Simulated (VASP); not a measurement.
Wanted: the native input for a VASP 6.6.1 run.

| Item | Value |
| --- | --- |
| Task | relaxation of cell and atoms |
| Functional | PBEsol |
| Potentials or basis | VASP PAW PBE potentials, release 64 (Mg, O) |
| Cutoff | 600 eV |
| k mesh | 12 × 12 × 12 |
| Occupations | gaussian, width 0.01 eV |
| Spin | no spin polarisation |
| Target pressure | 280 GPa |
| Dipole correction | no |
| Further INCAR settings | ALGO = Normal; EDIFF = 1e-06; IBRION = 2; EDIFFG = -0.002; NSW = 80; ISIF = 3 |

The structure of MgO (Periclase) lies in POSCAR:

```
MgO
1.0
    0.0000000000      1.7482935923      1.7482935923
    1.7482935923      0.0000000000      1.7482935923
    1.7482935923      1.7482935923      0.0000000000
Mg O
1 1
Direct
    0.0000000000      0.0000000000      0.0000000000
    0.5000000000      0.5000000000      0.5000000000
```

These files were run (other wordings do the same):

INCAR

```
ALGO = Normal ; EDIFF = 1E-6
EDIFFG = -0.002 ; ENCUT = 600
GGA = PS ; IBRION = 2
ISIF = 3 ; ISMEAR = 0
LASPH = True ; LCHARG = False
LREAL = False ; LWAVE = False
NELM = 80 ; NSW = 80
PREC = Accurate ; PSTRESS = 2800.0
SIGMA = 0.01
```

KPOINTS

```
k-points
0
Gamma
  12 12 12
```

Potentials or basis: VASP PAW PBE potentials, release 64 (Mg, O).

Launch:

```console
$ cat potpaw_PBE.64/Mg/POTCAR potpaw_PBE.64/O/POTCAR > POTCAR
$ mpirun -np 1 vasp_std > vasp.out
```

It gave:

| Quantity | Value |
| --- | --- |
| Relaxed volume | 5.39 Å³/atom |
| Relaxed cell | a = 2.479 Å, b = 2.479 Å, c = 2.479 Å, α = 60.00°, β = 60.00°, γ = 60.00° |
| Space group after relaxing (to 0.05 Å) | Fm-3m (No. 225) |
| Energy change on relaxing (the enthalpy is what falls) | -76.8 meV/atom |
| Ionic steps | 4 |
| Pressure after relaxing | 280.0 GPa |
| Band gap on the k mesh | 8.73 eV, indirect (least direct gap 11.00 eV) |

Caveat: the cell is relaxed towards a set pressure, so the enthalpy falls and the energy may rise; the PAW data sets were made with another functional, which shifts forces and pressure a little.

Wall time 11 s on 1 thread of Intel(R) Xeon(R) 6975P-C (Granite Rapids) (shared host), peak memory 0.13 GiB.
